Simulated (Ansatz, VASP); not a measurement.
**One calculation of RbBi2, two programs**

The input INCAR:

```
SYSTEM = RbBi2
ALGO = Normal
EDIFF = 1E-7
ENCUT = 520
GGA = CA
ISIF = 2
ISMEAR = 1
LASPH = .True.
LCHARG = .True.
LELF = .True.
LREAL = .False.
LVHAR = .True.
LWAVE = .False.
NBANDS = 48
NELM = 80
PREC = Accurate
SIGMA = 0.05
```

File KPOINTS:

```
k-points
0
Gamma
  4 4 4
  0 0 0
```

Contents of POSCAR:

```
RbBi2
1.0
    0.0000000000      4.8013940000      4.8013940000
    4.8013940000      0.0000000000      4.8013940000
    4.8013940000      4.8013940000      0.0000000000
Rb Bi
2 4
Direct
    0.5000000000      0.5000000000      0.5000000000
    0.7500000000      0.7500000000      0.7500000000
    0.6250000000      0.1250000000      0.1250000000
    0.1250000000      0.1250000000      0.1250000000
    0.1250000000      0.1250000000      0.6250000000
    0.1250000000      0.6250000000      0.1250000000
```

Input for Ansatz:

```yaml
crystal:
  lattice:
    - [0.0, 4.801394, 4.801394]
    - [4.801394, 0.0, 4.801394]
    - [4.801394, 4.801394, 0.0]
  atoms:
    - { symbol: Rb, position: [0.5, 0.5, 0.5] }
    - { symbol: Rb, position: [0.75, 0.75, 0.75] }
    - { symbol: Bi, position: [0.625, 0.125, 0.125] }
    - { symbol: Bi, position: [0.125, 0.125, 0.125] }
    - { symbol: Bi, position: [0.125, 0.125, 0.625] }
    - { symbol: Bi, position: [0.125, 0.625, 0.125] }
kpoints:
  mp_grid: { grid: [4, 4, 4] }
hamiltonian:
  xc: lda
scf:
  occupations: { method: cold, width: 0.05 }
basis:
  ecutwfc: "35 Ry"
output:
  forces: true
  stress: true
  eigenvalues: true
```

Alike in both runs: task single point; functional LDA; k mesh 4 × 4 × 4; no spin polarisation.

|  | VASP | Ansatz |
| --- | --- | --- |
| version | VASP 6.6.1 | Ansatz 0.2.0 |
| potentials or method | VASP PAW LDA potentials, release 64 (Rb_sv, Bi_d), cutoff 520 eV | plane waves, PAW |
| occupations | methfessel-paxton of order 1, width 0.05 eV | cold, width 0.05 eV |
| valence electrons in the cell | 78 | 78 |

```csv
,VASP,Ansatz,Ansatz less VASP
gap on the k mesh at the Fermi level (eV),none,none,-
pressure (GPa),-1.7,-1.7,-0.04
```

LDA's correlation is that of Perdew and Zunger in VASP and of Perdew and Wang (1992) in Ansatz. A gap of «none» marks a metal or a gap that the smearing closes.

Neither program's run includes spin-orbit coupling.
